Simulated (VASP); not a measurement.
# H4BrN (P-43m) in VASP: further runs, part 2 of 2

VASP 6.6.1. The steps go on from the part before.

## (3) Relaxation of cell and atoms, LDA, target pressure 40 GPa, at which the enthalpy is minimised

Input file INCAR:

```
PREC = Accurate ; ENCUT = 600
EDIFF = 1E-7 ; ISMEAR = -1
SIGMA = 0.01 ; LREAL = F
LASPH = T ; NELM = 100
ALGO = Normal ; ISIF = 3
LWAVE = F ; LCHARG = F
IBRION = 2 ; NSW = 50
EDIFFG = -0.02 ; PSTRESS = 400.0
```

Input file KPOINTS:

```
Automatic mesh
0
Gamma
  4 4 4
```

Input file POSCAR:

```
H4BrN
1.0
    4.0000000000      0.0000000000      0.0000000000
    0.0000000000      4.0000000000      0.0000000000
    0.0000000000      0.0000000000      4.0000000000
H Br N
4 1 1
Direct
    0.1480000000      0.1480000000      0.1480000000
    0.1480000000      0.8520000000      0.8520000000
    0.8520000000      0.1480000000      0.8520000000
    0.8520000000      0.8520000000      0.1480000000
    0.5000000000      0.5000000000      0.5000000000
    0.0000000000      0.0000000000      0.0000000000
```

Potentials or basis: VASP PAW LDA potentials, release 64 (H, Br, N).

On the command line:

```bash
cat potpaw_LDA.64/H/POTCAR potpaw_LDA.64/Br/POTCAR potpaw_LDA.64/N/POTCAR > POTCAR
mpirun -np 1 vasp_std > vasp.out
```

OUTCAR:

```text
PREC = Accurate
   ENCUT = 600
   EDIFF = 1E-7
   ISMEAR = -1
   LREAL = F
   LASPH = T
   NELM = 100
   ISIF = 3
   IBRION = 2
   NSW = 50
   EDIFFG = -0.02
   PSTRESS = 400.0

 ion  position               nearest neighbor table
   1  0.148  0.148  0.148-   6 1.03
   2  0.148  0.852  0.852-   6 1.03
   3  0.852  0.148  0.852-   6 1.03
   4  0.852  0.852  0.148-   6 1.03
   5  0.500  0.500  0.500-
   6  0.000  0.000  0.000-   1 1.03   2 1.03   3 1.03   4 1.03

  LATTYP: Found a simple cubic cell.
 ALAT       =     4.0000000000

  Lattice vectors:

 A1 = (   4.0000000000,   0.0000000000,   0.0000000000)
 A2 = (   0.0000000000,   4.0000000000,   0.0000000000)
 A3 = (   0.0000000000,   0.0000000000,   4.0000000000)

Analysis of symmetry for initial positions (statically):
=====================================================================
 Subroutine PRICEL returns:
 Original cell was already a primitive cell.

 Routine SETGRP: Setting up the symmetry group for a
 simple cubic supercell.

 Subroutine GETGRP returns: Found 24 space group operations
 (whereof 24 operations were pure point group operations)
 out of a pool of 48 trial point group operations.

The static configuration has the point symmetry T_d .

Analysis of symmetry for dynamics (positions and initial velocities):
=====================================================================
 Subroutine PRICEL returns:
 Original cell was already a primitive cell.

 Routine SETGRP: Setting up the symmetry group for a
 simple cubic supercell.

 Subroutine GETGRP returns: Found 24 space group operations
 (whereof 24 operations were pure point group operations)
 out of a pool of 48 trial point group operations.

The dynamic configuration has the point symmetry T_d .

 Subroutine INISYM returns: Found 24 space group operations
 (whereof 24 operations are pure point group operations),
 and found     1 'primitive' translations

----------------------------------------------------------------------------------------

                                     Primitive cell

  volume of cell :      64.0000

  direct lattice vectors                    reciprocal lattice vectors
     4.000000000  0.000000000  0.000000000     0.250000000  0.000000000  0.000000000
     0.000000000  4.000000000  0.000000000     0.000000000  0.250000000  0.000000000
     0.000000000  0.000000000  4.000000000     0.000000000  0.000000000  0.250000000

  length of vectors
     4.000000000  4.000000000  4.000000000     0.250000000  0.250000000  0.250000000

  position of ions in fractional coordinates (direct lattice)
     0.148000000  0.148000000  0.148000000
     0.148000000  0.852000000  0.852000000
     0.852000000  0.148000000  0.852000000
     0.852000000  0.852000000  0.148000000
     0.500000000  0.500000000  0.500000000
     0.000000000  0.000000000  0.000000000

  ion indices of the primitive-cell ions
   primitive index   ion index
                 1           1
                 2           2
                 3           3
                 4           4
                 5           5
                 6           6

----------------------------------------------------------------------------------------

 KPOINTS: Automatic mesh

Automatic generation of k-mesh.
 Grid dimensions read from file:
 generate k-points for:    4    4    4

 Generating k-lattice:

  Cartesian coordinates                     Fractional coordinates (reciprocal lattice)
     0.062500000  0.000000000  0.000000000     0.250000000  0.000000000  0.000000000
     0.000000000  0.062500000  0.000000000     0.000000000  0.250000000  0.000000000
     0.000000000  0.000000000  0.062500000     0.000000000  0.000000000  0.250000000

  Length of vectors
     0.062500000  0.062500000  0.062500000

  Shift w.r.t. Gamma in fractional coordinates (k-lattice)
     0.000000000  0.000000000  0.000000000

 Subroutine IBZKPT returns following result:
 ===========================================

 Found     10 irreducible k-points:

 Following reciprocal coordinates:
            Coordinates               Weight
  0.000000  0.000000  0.000000      1.000000
  0.250000  0.000000  0.000000      6.000000
  0.500000  0.000000  0.000000      3.000000
  0.250000  0.250000  0.000000     12.000000
  0.500000  0.250000  0.000000     12.000000
  0.500000  0.500000  0.000000      3.000000
  0.250000  0.250000  0.250000      8.000000
  0.500000  0.250000  0.250000     12.000000
  0.500000  0.500000  0.250000      6.000000
  0.500000  0.500000  0.500000      1.000000
   k-points           NKPTS =     10   k-points in BZ     NKDIM =     10   number of bands    NBANDS=     12
   number of dos      NEDOS =    301   number of ions     NIONS =      6
   total plane-waves  NPLWV =  32768
   dimension x,y,z NGX =    32 NGY =   32 NGZ =   32
   dimension x,y,z NGXF=    64 NGYF=   64 NGZF=   64
   ions per type =               4   1   1
   NGX,Y,Z   is equivalent  to a cutoff of  13.30, 13.30, 13.30 a.u.
   NGXF,Y,Z  is equivalent  to a cutoff of  26.60, 26.60, 26.60 a.u.
 SYSTEM =  unknown system
   PREC   = accura    normal or accurate (medium, high low for compatibility)
   ISTART =      0    job   : 0-new  1-cont  2-samecut
   ICHARG =      2    charge: 1-file 2-atom 10-const
   ISPIN  =      1    spin polarized calculation?
   LNONCOLLINEAR =      F non collinear calculations
   LSORBIT =      F    spin-orbit coupling
   LASPH  =      T    aspherical Exc in radial PAW
   ENCUT  =  600.0 eV  44.10 Ry    6.64 a.u.   7.99  7.99  7.99*2*pi/ulx,y,z
   NELM   =    100;   NELMIN=  2; NELMDL= -5     # of ELM steps
   EDIFF  = 0.1E-06   stopping-criterion for ELM
   LREAL  =      F    real-space projection
   EDIFFG = -.2E-01   stopping-criterion for IOM
   NSW    =     50    number of steps for IOM
   IBRION =      2    ionic relax: 0-MD 1-quasi-New 2-CG
   NFREE  =      1    steps in history (QN), initial steepest desc. (CG)
   ISIF   =      3    stress and relaxation
   ISYM   =      2    0-nonsym 1-usesym 2-fastsym
   POTIM  = 0.5000    time-step for ionic-motion
   TEBEG  =    0.0;   TEEND  =   0.0 temperature during run
   PSTRESS=  400.0 pullay stress
   NELECT =      16.0000    total number of electrons
   NUPDOWN=      -1.0000    fix difference up-down
   EMIN   =  10.00;   EMAX   =-10.00  energy-range for DOS
   EFERMI =   0.00;   METHOD = LEGACY
   ISMEAR =    -1;   SIGMA  =   0.01  broadening in eV -4-tet -1-fermi 0-gaus
   EFERMI_NEDOS =   21; number of points for ismear=-14 and -15
   IALGO  =     38    algorithm
   IMIX   =      4    mixing-type and parameters
     AMIX     =   0.40;   BMIX     =  1.00
     AMIX_MAG =   1.60;   BMIX_MAG =  1.00
  volume/ion in A,a.u.               =      10.67        71.98
  Fermi-wavevector in a.u.,A,eV,Ry     =   1.031307  1.948889 14.471090  1.063595
  Thomas-Fermi vector in A             =   2.165449
   LORBIT       =      0    0 simple, 1 ext, 2 COOP (PROOUT), +10 PAW based schemes
   GGA     = CA    functional components
   LHFCALC =     F    Hartree Fock is set to
   AEXX    =    0.0000 exact exchange contribution
   IVDW    =     0    specifies the selected vdW correction
   LEPSILON=     F    determine dielectric tensor
   LRPA    =     F    only Hartree local field effects (RPA)
 conjugate gradient relaxation of ions
 non-spin polarized calculation
  energy-cutoff  :      600.00
  volume of cell :       64.00
 maximum number of plane-waves:      2176
 NGX is ok and might be reduce to    32
   NGX = 15   NGY = 15   NGZ = 15

--------------------------------------- Ionic step        1  -------------------------------------------

 number of electron      15.9999993 magnetization

 Free energy of the ion-electron system (eV)
  ---------------------------------------------------
  ext. energy  EPLUGINS =         0.00000000
  ---------------------------------------------------
  free energy    TOTEN  =       -28.57897929 eV

  energy without entropy =      -28.57897929  energy(sigma->0) =      -28.57897929

 E-fermi :  -0.1711     XC(G=0):  -8.7114

 val. band max:       -0.4685922512   @ k =   0.5000   0.5000   0.0000
 cond. band min:       3.4757804963   @ k =   0.0000   0.0000   0.0000
 fundamental gap:      3.9443727475
 Fermi energy:        -0.1711244514
[... 426 lines left out ...]
  energy  without entropy=      -26.5055323554  energy(sigma->0) =      -26.50553236

  enthalpy is  TOTEN    =       -16.1977185527 eV   P V=       10.3078138027

[... ionic steps 4 to 7 ...]

--------------------------------------- Ionic step        8  -------------------------------------------

 number of electron      16.0000001 magnetization

------------------------ aborting loop because EDIFF is reached ----------------------------------------
[... 79 lines left out ...]
--------------------------------------- Ionic step       10  -------------------------------------------

 number of electron      16.0000001 magnetization

 Free energy of the ion-electron system (eV)
  ---------------------------------------------------
  ext. energy  EPLUGINS =         0.00000000
  ---------------------------------------------------
  free energy    TOTEN  =       -26.96992656 eV

  energy without entropy =      -26.96992656  energy(sigma->0) =      -26.96992656

 E-fermi :   4.3158     XC(G=0): -11.0891

 val. band max:        4.0089445594   @ k =   0.0000   0.0000   0.0000
 cond. band min:       9.3103087265   @ k =   0.0000   0.0000   0.0000
 fundamental gap:      5.3013641671
 Fermi energy:         4.3157559930
[... 185 lines left out ...]
  energy  without entropy=      -26.9699265638  energy(sigma->0) =      -26.96992656

  enthalpy is  TOTEN    =       -17.5638055147 eV   P V=        9.4061210491

 reached required accuracy - stopping structural energy minimisation
```

Run time: 26 s. Hardware: 1 thread of Intel Xeon 6975P-C (Granite Rapids), shared host; peak memory 0.17 GiB.

What came out:

```yaml
Free_energy: -26.9699 eV
Relaxed_volume: 6.28 Å³/atom
Relaxed_cell: a = 3.352 Å, b = 3.352 Å, c = 3.352 Å, α = 90.00°, β = 90.00°, γ = 90.00°
Space_group_after_relaxing_to_0.05_Å: P-43m (No. 215)
Energy_change_on_relaxing_the_enthalpy_is_what_falls: +268.2 meV/atom
Ionic_steps: 10
Pressure_after_relaxing: 40.3 GPa
Largest_force_after_relaxing: 0.014 eV/Å
Band_gap_on_the_k_mesh: 5.30 eV, direct
```

Forces in eV/Å, atoms in the order of the input:
```
H    0.008  0.008  0.008
H    0.008 -0.008 -0.008
H   -0.008  0.008 -0.008
H   -0.008 -0.008  0.008
Br   0.000  0.000  0.000
N    0.000  0.000  0.000
```

Step by step:
```
step  energy change (eV)  largest force (eV/Å)  pressure (GPa)  volume (Å³)
   1              0.0000                0.9557            1.16        64.00
   2              1.6875                5.4416           43.66        42.91
   3              2.0734                5.9498           51.04        41.29
   4              2.2627                0.8079           56.19        35.51
   5              2.2067                0.9731           55.58        35.73
   6              1.6352                0.3294           42.11        37.59
   7              1.5427                0.2158           39.82        37.95
   8              1.5541                0.2299           40.11        37.91
   9              1.5861                0.1000           40.19        37.77
  10              1.6091                0.0136           40.26        37.68
```

Final structure:
```
H Br N
1.0
     3.35238    0.00000    0.00000
     0.00000    3.35238    0.00000
     0.00000    0.00000    3.35238
H Br N
4 1 1
Direct
  0.17870 0.17870 0.17870
  0.17870 0.82130 0.82130
  0.82130 0.17870 0.82130
  0.82130 0.82130 0.17870
  0.50000 0.50000 0.50000
  0.00000 0.00000 0.00000
```

Levels at points of the mesh, in eV from the valence-band top:
| k point | band 4 | band 5 | band 6 | band 7 | band 8 | band 9 | band 10 | band 11 | band 12 |
| --- | --- | --- | --- | --- | --- | --- | --- | --- | --- |
| (0.00, 0.00, 0.00) | -7.62 | -7.62 | 0.00 | 0.00 | 0.00 | 5.30 | 5.30 | 7.13 | 10.79 |
| (0.50, 0.00, 0.00) | -7.06 | -6.69 | -3.98 | -1.14 | -1.14 | 7.92 | 9.34 | 9.59 | 12.59 |
| (0.50, 0.50, 0.00) | -9.39 | -6.38 | -1.27 | -1.27 | -0.73 | 5.64 | 6.87 | 7.53 | 7.53 |
| (0.50, 0.50, 0.50) | -8.33 | -8.33 | -3.89 | -3.89 | -3.89 | 9.26 | 9.26 | 9.26 | 14.09 |

Caveat: the cell is relaxed towards a set pressure, so the enthalpy falls and the energy may rise; the volume moved by over 15 % at a fixed basis, so the end points are rough.
